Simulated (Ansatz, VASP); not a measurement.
**LiBr: VASP beside Ansatz**

File INCAR:

```
  ALGO = Normal
  EDIFF = 1E-6
  ENCUT = 750
  GGA = PE
  GGA_COMPAT = F
  ISIF = 2
  ISMEAR = 0
  LASPH = T
  LCHARG = T
  LELF = T
  LREAL = F
  LVHAR = T
  LWAVE = F
  NBANDS = 12
  NELM = 120
  PREC = Accurate
  SIGMA = 0.01
```

File KPOINTS:

```
k-points
0
Gamma
  6 6 6
```

Contents of POSCAR:

```
LiBr
1.0
    0.0000000000      2.6991555587      2.6991555587
    2.6991555587      0.0000000000      2.6991555587
    2.6991555587      2.6991555587      0.0000000000
Li Br
1 1
Direct
    0.0000000000      0.0000000000      0.0000000000
    0.5000000000      0.5000000000      0.5000000000
```

Input for Ansatz:

```yaml
crystal:
  lattice:
    - [0.0, 2.6991555587, 2.6991555587]
    - [2.6991555587, 0.0, 2.6991555587]
    - [2.6991555587, 2.6991555587, 0.0]
  atoms:
    - { symbol: Li, position: [0.0, 0.0, 0.0] }
    - { symbol: Br, position: [0.5, 0.5, 0.5] }
kpoints:
  mp_grid: { grid: [6, 6, 6] }
hamiltonian:
  xc: pbe
scf:
  occupations: { method: fixed }
  n_extra_bands: 4
output:
  forces: true
  stress: true
  eigenvalues: true
```

Alike in both runs: task single point; functional PBE; k mesh 6 × 6 × 6; no spin polarisation.

|  | VASP | Ansatz |
| --- | --- | --- |
| version | VASP 6.6.1 | Ansatz 0.2.0 |
| potentials or method | VASP PAW PBE potentials, release 64 (Li_sv, Br) | plane waves, PAW |
| plane-wave cutoff (eV) | 750 | 420 |
| occupations | gaussian, width 0.01 eV | fixed |
| valence electrons in the cell | 10 | 10 |

```tsv
	VASP	Ansatz	Ansatz less VASP
gap on the k mesh at the Fermi level (eV)	5.20	5.20	-0.004
pressure (GPa)	1.8	1.8	+0.06
```
